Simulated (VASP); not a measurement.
# NaI (Fm-3m) in VASP: notebook

NaI is run at these levels: PBE, r2SCAN; tasks: single point.

Program: VASP 6.6.1. These are calculated values, not measurements. Logs are shortened: lines on timing, memory, paths and dates and some standing lists are left out, and cuts for length are marked.

### 1 The cell of the first run

It takes space group Fm-3m (No. 225, cubic). The conventional cell has a = 6.459 Å, b = 6.459 Å, c = 6.459 Å, α = 90.00°, β = 90.00°, γ = 90.00°. Within 4.2 Å of Na (site symmetry m-3m) lie 6 I at 3.23 Å. I (site symmetry m-3m) has 6 Na at 3.23 Å within 4.2 Å.

### 2 Single point, PBE

File INCAR:

```
  PREC = Accurate
  ENCUT = 520
  EDIFF = 1E-6
  ISMEAR = 0
  SIGMA = 0.01
  LREAL = F
  LASPH = T
  NELM = 60
  ALGO = Normal
  ISIF = 2
  LWAVE = F
  LCHARG = F
  GGA = PE
  NBANDS = 14
```

File KPOINTS:

```
regular mesh
0
Gamma
  4 4 4
```

File POSCAR:

```
NaI
1.0
    0.0000000000      3.2297205401      3.2297205401
    3.2297205401      0.0000000000      3.2297205401
    3.2297205401      3.2297205401      0.0000000000
Na I
1 1
Direct
    0.0000000000      0.0000000000      0.0000000000
    0.5000000000      0.5000000000      0.5000000000
```

Potentials or basis: VASP PAW PBE potentials, release 64 (Na_pv, I).

Run with:

```bash
$ cat potpaw_PBE.64/Na_pv/POTCAR potpaw_PBE.64/I/POTCAR > POTCAR
$ mpirun -np 1 vasp_std > vasp.out
```

OUTCAR:

```text
PREC = Accurate
   ENCUT = 520
   EDIFF = 1E-6
   ISMEAR = 0
   LREAL = F
   LASPH = T
   NELM = 60
   ISIF = 2
   GGA = PE

 ion  position               nearest neighbor table
   1  0.000  0.000  0.000-
   2  0.500  0.500  0.500-

  LATTYP: Found a face centered cubic cell.
 ALAT       =     6.4594410802

  Lattice vectors:

 A1 = (   0.0000000000,   3.2297205401,   3.2297205401)
 A2 = (   3.2297205401,   0.0000000000,   3.2297205401)
 A3 = (   3.2297205401,   3.2297205401,   0.0000000000)

Analysis of symmetry for initial positions (statically):
=====================================================================
 Subroutine PRICEL returns:
 Original cell was already a primitive cell.

 Routine SETGRP: Setting up the symmetry group for a
 face centered cubic supercell.

 Subroutine GETGRP returns: Found 48 space group operations
 (whereof 48 operations were pure point group operations)
 out of a pool of 48 trial point group operations.

The static configuration has the point symmetry O_h .

Analysis of symmetry for dynamics (positions and initial velocities):
=====================================================================
 Subroutine PRICEL returns:
 Original cell was already a primitive cell.

 Routine SETGRP: Setting up the symmetry group for a
 face centered cubic supercell.

 Subroutine GETGRP returns: Found 48 space group operations
 (whereof 48 operations were pure point group operations)
 out of a pool of 48 trial point group operations.

The dynamic configuration has the point symmetry O_h .

 Subroutine INISYM returns: Found 48 space group operations
 (whereof 48 operations are pure point group operations),
 and found     1 'primitive' translations

----------------------------------------------------------------------------------------

                                     Primitive cell

  volume of cell :      67.3790

  direct lattice vectors                    reciprocal lattice vectors
     0.000000000  3.229720540  3.229720540    -0.154812156  0.154812156  0.154812156
     3.229720540  0.000000000  3.229720540     0.154812156 -0.154812156  0.154812156
     3.229720540  3.229720540  0.000000000     0.154812156  0.154812156 -0.154812156

  length of vectors
     4.567514590  4.567514590  4.567514590     0.268142520  0.268142520  0.268142520

  position of ions in fractional coordinates (direct lattice)
     0.000000000  0.000000000  0.000000000
     0.500000000  0.500000000  0.500000000

  ion indices of the primitive-cell ions
[... 68 lines left out ...]
   PSTRESS=    0.0 pullay stress
   NELECT =      14.0000    total number of electrons
   NUPDOWN=      -1.0000    fix difference up-down
   EMIN   =  10.00;   EMAX   =-10.00  energy-range for DOS
   EFERMI =   0.00;   METHOD = LEGACY
   ISMEAR =     0;   SIGMA  =   0.01  broadening in eV -4-tet -1-fermi 0-gaus
   EFERMI_NEDOS =   21; number of points for ismear=-14 and -15
   IALGO  =     38    algorithm
   IMIX   =      4    mixing-type and parameters
     AMIX     =   0.40;   BMIX     =  1.00
     AMIX_MAG =   1.60;   BMIX_MAG =  1.00
  volume/ion in A,a.u.               =      33.69       227.35
  Fermi-wavevector in a.u.,A,eV,Ry     =   0.969637  1.832348 12.792145  0.940196
  Thomas-Fermi vector in A             =   2.099706
   LORBIT       =      0    0 simple, 1 ext, 2 COOP (PROOUT), +10 PAW based schemes
   GGA     = PE    functional components
   LHFCALC =     F    Hartree Fock is set to
   AEXX    =    0.0000 exact exchange contribution
   IVDW    =     0    specifies the selected vdW correction
   LEPSILON=     F    determine dielectric tensor
   LRPA    =     F    only Hartree local field effects (RPA)
 non-spin polarized calculation
 Gauss-broadening in eV      SIGMA  =   0.01
  energy-cutoff  :      520.00
  volume of cell :       67.38
 maximum number of plane-waves:      1837
 NGX is ok and might be reduce to    36
   NGX = 17   NGY = 17   NGZ = 17

 number of electron      13.9999994 magnetization

 Free energy of the ion-electron system (eV)
  ---------------------------------------------------
  ext. energy  EPLUGINS =         0.00000000
  ---------------------------------------------------
  free energy    TOTEN  =        -5.37795725 eV

  energy without entropy =       -5.37795725  energy(sigma->0) =       -5.37795725

 E-fermi :   0.8990     XC(G=0):  -7.7275

 val. band max:        0.8547229682   @ k =   0.0000   0.0000   0.0000
 cond. band min:       4.5098314226   @ k =   0.0000   0.0000   0.0000
 fundamental gap:      3.6551084544
 Fermi energy:         0.8989934956

 k-point     1 :       0.0000    0.0000    0.0000
  band No.  band energies     occupation
      1     -21.5861      2.00000
      2     -21.5861      2.00000
      3     -21.5861      2.00000
      4     -10.1776      2.00000
      5       0.8547      2.00000
      6       0.8547      2.00000
      7       0.8547      2.00000
      8       4.5098      0.00000
      9       8.7820      0.00000
     10       8.7820      0.00000
     11       8.7820      0.00000
     12      10.6101      0.00000
     13      10.6101      0.00000
     14      11.2927      0.00000
[... 105 lines left out ...]
      1     -21.5890      2.00000
      2     -21.5890      2.00000
      3     -21.5880      2.00000
      4      -9.7705      2.00000
      5      -0.5670      2.00000
      6      -0.5670      2.00000
      7      -0.0883      2.00000
      8       6.6880      0.00000
      9       8.3409      0.00000
     10       8.3409      0.00000
     11       8.7769      0.00000
     12      12.8663      0.00000
     13      12.8663      0.00000
     14      13.5867      0.00000

------------------------ aborting loop because EDIFF is reached ----------------------------------------

  FORCE on cell =-STRESS in cart. coord.  units (eV):
  Direction    XX          YY          ZZ          XY          YZ          ZX
  --------------------------------------------------------------------------------------
  -------------------------------------------------------------------------------------
  Total        0.2542669      0.2542669      0.2542669     -0.0000000     -0.0000000     -0.0000000
  in kB        6.0461029      6.0461029      6.0461029     -0.0000000     -0.0000000     -0.0000000
  external PRESSURE =       6.0461029 kB  Pullay stress =       0.0000000 kB

 VOLUME and BASIS-vectors are now :
 -----------------------------------------------------------------------------
  energy-cutoff  :      520.00
  volume of cell :       67.38
      direct lattice vectors                 reciprocal lattice vectors
     0.000000000  3.229720540  3.229720540    -0.154812156  0.154812156  0.154812156
     3.229720540  0.000000000  3.229720540     0.154812156 -0.154812156  0.154812156
     3.229720540  3.229720540  0.000000000     0.154812156  0.154812156 -0.154812156

 POSITION                                       TOTAL-FORCE (eV/Angst)
 -----------------------------------------------------------------------------------
      0.00000      0.00000      0.00000        -0.000000      0.000000      0.000000
      3.22972      3.22972      3.22972         0.000000     -0.000000     -0.000000
 -----------------------------------------------------------------------------------
    total drift:                                0.000000      0.000000      0.000000

  FREE ENERGIE OF THE ION-ELECTRON SYSTEM (eV)
  ---------------------------------------------------
  free  energy   TOTEN  =        -5.3779572474 eV

  energy  without entropy=       -5.3779572474  energy(sigma->0) =       -5.37795725
```

stdout:

```text
POSCAR found type information on POSCAR NaI
 POSCAR found :  2 types and       2 ions
 scaLAPACK will be used
 LDA part: xc-table for (Slater+PW92), standard interpolation
 POSCAR, INCAR and KPOINTS ok, starting setup
 FFT: planning ... GRIDC
 FFT: planning ... GRID_SOFT
 FFT: planning ... GRID
 WAVECAR not read
 entering main loop
```

Run time: 8.9 s. Hardware: 1 thread of Intel Xeon Platinum 8259CL at 2.50GHz (Skylake/Cascade Lake), shared host; peak memory 0.2 GiB.

What came out:

```
Free energy            : -5.3780 eV
Pressure               : 0.6 GPa
Band gap on the k mesh : 3.66 eV, direct
```

Caveat: the k points lie up to 0.42 Å⁻¹ apart; spin-orbit coupling is left out, which moves the levels of the heavy elements. A hybrid or GW would open this gap; PBE tends to underestimate it.

### 3 Single point, PBE

File INCAR:

```
SYSTEM = NaI
PREC     = Accurate       ! precision mode
ENCUT    = 520            ! plane-wave cutoff, eV
EDIFF    = 1E-6           ! SCF threshold, eV
ISMEAR   = 0              ! smearing method
SIGMA    = 0.01           ! smearing width, eV
LREAL    = .False.        ! projectors in reciprocal space
LASPH    = .True.         ! aspherical terms in the spheres
NELM     = 100            ! most SCF steps
ALGO     = Normal         ! electronic algorithm
ISIF     = 2              ! what is computed and relaxed
LWAVE    = .False.        ! write WAVECAR
LCHARG   = .False.        ! write CHGCAR
GGA      = PE             ! functional
NBANDS   = 14             ! bands
```

File KPOINTS:

```
Automatic mesh
0
Gamma
  4 4 4
  0 0 0
```

POSCAR is that of step 2.

Potentials or basis: VASP PAW PBE potentials, release 64 (Na_pv, I).

Run with:

```bash
$ cat potpaw_PBE.64/Na_pv/POTCAR potpaw_PBE.64/I/POTCAR > POTCAR
$ mpirun -np 1 vasp_std > vasp.out
```

OUTCAR:

```text
SYSTEM = NaI
   PREC = Accurate
   ENCUT = 520
   EDIFF = 1E-6
   ISMEAR = 0
   LREAL = .False.
   LASPH = .True.
   NELM = 100
   ISIF = 2
   GGA = PE

 ion  position               nearest neighbor table
   1  0.000  0.000  0.000-
   2  0.500  0.500  0.500-

  LATTYP: Found a face centered cubic cell.
 ALAT       =     6.4594410802

  Lattice vectors:

 A1 = (   0.0000000000,   3.2297205401,   3.2297205401)
 A2 = (   3.2297205401,   0.0000000000,   3.2297205401)
 A3 = (   3.2297205401,   3.2297205401,   0.0000000000)

Analysis of symmetry for initial positions (statically):
=====================================================================
 Subroutine PRICEL returns:
 Original cell was already a primitive cell.

 Routine SETGRP: Setting up the symmetry group for a
 face centered cubic supercell.

 Subroutine GETGRP returns: Found 48 space group operations
 (whereof 48 operations were pure point group operations)
 out of a pool of 48 trial point group operations.

The static configuration has the point symmetry O_h .

Analysis of symmetry for dynamics (positions and initial velocities):
[... 154 lines left out ...]
      3     -21.5861      2.00000
      4     -10.1776      2.00000
      5       0.8547      2.00000
      6       0.8547      2.00000
      7       0.8547      2.00000
      8       4.5098      0.00000
      9       8.7820      0.00000
     10       8.7820      0.00000
     11       8.7820      0.00000
     12      10.6101      0.00000
     13      10.6101      0.00000
     14      11.2927      0.00000
[... 105 lines left out ...]
      1     -21.5890      2.00000
      2     -21.5890      2.00000
      3     -21.5880      2.00000
      4      -9.7705      2.00000
      5      -0.5670      2.00000
      6      -0.5670      2.00000
      7      -0.0883      2.00000
      8       6.6880      0.00000
      9       8.3409      0.00000
     10       8.3409      0.00000
     11       8.7769      0.00000
     12      12.8663      0.00000
     13      12.8663      0.00000
     14      13.5867      0.00000

------------------------ aborting loop because EDIFF is reached ----------------------------------------

  FORCE on cell =-STRESS in cart. coord.  units (eV):
  Direction    XX          YY          ZZ          XY          YZ          ZX
  --------------------------------------------------------------------------------------
  -------------------------------------------------------------------------------------
  Total        0.2542669      0.2542669      0.2542669     -0.0000000     -0.0000000     -0.0000000
  in kB        6.0461029      6.0461029      6.0461029     -0.0000000     -0.0000000     -0.0000000
  external PRESSURE =       6.0461029 kB  Pullay stress =       0.0000000 kB

 VOLUME and BASIS-vectors are now :
 -----------------------------------------------------------------------------
  energy-cutoff  :      520.00
  volume of cell :       67.38
      direct lattice vectors                 reciprocal lattice vectors
     0.000000000  3.229720540  3.229720540    -0.154812156  0.154812156  0.154812156
     3.229720540  0.000000000  3.229720540     0.154812156 -0.154812156  0.154812156
     3.229720540  3.229720540  0.000000000     0.154812156  0.154812156 -0.154812156

 POSITION                                       TOTAL-FORCE (eV/Angst)
 -----------------------------------------------------------------------------------
      0.00000      0.00000      0.00000        -0.000000      0.000000      0.000000
      3.22972      3.22972      3.22972         0.000000     -0.000000     -0.000000
 -----------------------------------------------------------------------------------
    total drift:                                0.000000      0.000000      0.000000

  FREE ENERGIE OF THE ION-ELECTRON SYSTEM (eV)
  ---------------------------------------------------
  free  energy   TOTEN  =        -5.3779572474 eV

  energy  without entropy=       -5.3779572474  energy(sigma->0) =       -5.37795725
```

OSZICAR:

```text
N       E                     dE             d eps       ncg     rms          rms(c)
DAV:   1     0.860464975799E+02    0.86046E+02   -0.64767E+03   224   0.876E+02
DAV:   2     0.817068468722E+00   -0.85229E+02   -0.80672E+02   242   0.228E+02
DAV:   3    -0.529731408049E+01   -0.61144E+01   -0.60799E+01   302   0.591E+01
DAV:   4    -0.544312147206E+01   -0.14581E+00   -0.14578E+00   270   0.953E+00
DAV:   5    -0.544603423002E+01   -0.29128E-02   -0.29127E-02   310   0.125E+00    0.163E+00
DAV:   6    -0.538457209094E+01    0.61462E-01   -0.69704E-02   248   0.155E+00    0.111E+00
DAV:   7    -0.537587033236E+01    0.87018E-02   -0.64678E-02   278   0.131E+00    0.618E-01
DAV:   8    -0.537797628728E+01   -0.21060E-02   -0.52889E-03   242   0.582E-01    0.182E-01
DAV:   9    -0.537794061094E+01    0.35676E-04   -0.21267E-04   278   0.128E-01    0.388E-02
DAV:  10    -0.537795634828E+01   -0.15737E-04   -0.36771E-05   266   0.613E-02    0.986E-03
DAV:  11    -0.537795724741E+01   -0.89913E-06   -0.41315E-06   278   0.206E-02
   1 F= -.53779572E+01 E0= -.53779572E+01  d E =-.813995E-12
```

Wall time 9 s (1 thread of Intel Xeon Platinum 8259CL at 2.50GHz (Skylake/Cascade Lake), shared host); peak memory 0.2 GiB.

What came out:

```yaml
Free_energy: -5.3780 eV
Pressure: 0.6 GPa
Band_gap_on_the_k_mesh: 3.66 eV, direct
```

Caveat: the k points lie up to 0.42 Å⁻¹ apart; spin-orbit coupling is left out, which moves the levels of the heavy elements. Expect the measured gap to be larger: semilocal functionals such as PBE lack the derivative discontinuity.

(Part 1 of 2 ends here.)
